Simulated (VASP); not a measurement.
Write the native input for VASP 6.6.1 that does the following.

```
Task                   : single point
Functional             : PBE
Potentials or basis    : VASP PAW PBE potentials, release 64 (Al, Cu)
Cutoff                 : 520 eV
k mesh                 : 12 × 12 × 10
Occupations            : gaussian, width 0.1 eV
Spin                   : no spin polarisation
Dipole correction      : no
Further INCAR settings : ALGO = Fast; EDIFF = 1e-06; NBANDS = 38
```

The structure of AlCu5 lies in POSCAR:

```
AlCu5
1.0
    4.4897390481      0.0000000000      0.0000000000
   -2.2448695240      3.8882280720      0.0000000000
    0.0000000000      0.0000000000      4.2340632411
Al Cu
1 5
Direct
    0.0000000000      0.0000000000      0.5000000000
    0.6658680073      0.0000000000      0.0000000000
    0.0000000000      0.6658680073      0.0000000000
    0.3341319927      0.3341319927      0.0000000000
    0.3333333333      0.6666666667      0.5000000000
    0.6666666667      0.3333333333      0.5000000000
```

One way to write it, as run:

INCAR

```
SYSTEM = AlCu5
PREC = Accurate
ENCUT = 520
EDIFF = 1E-6
ISMEAR = 0
SIGMA = 0.1
LREAL = .False.
LASPH = .True.
NELM = 100
ALGO = Fast
ISIF = 2
LWAVE = .False.
LCHARG = .True.
GGA = PE
LELF = .True.
LVHAR = .True.
NBANDS = 38
```

KPOINTS

```
Automatic mesh
0
Gamma
  12 12 10
  0 0 0
```

Potentials or basis: VASP PAW PBE potentials, release 64 (Al, Cu).

Run with:

```console
$ cat potpaw_PBE.64/Al/POTCAR potpaw_PBE.64/Cu/POTCAR > POTCAR
$ mpirun -np 1 vasp_std > vasp.out
```

It gave:

```json
{
  "Pressure": "0.4 GPa",
  "Largest force": "0.007 eV/Å",
  "Band gap on the k mesh": "zero (band 29 reaches 10.55 eV, above the bottom of band 30 at 6.25 eV)"
}
```

Wall time 4.7 min on 1 thread of Intel Xeon 6975P-C, with other jobs on the host, peak memory 0.37 GiB.
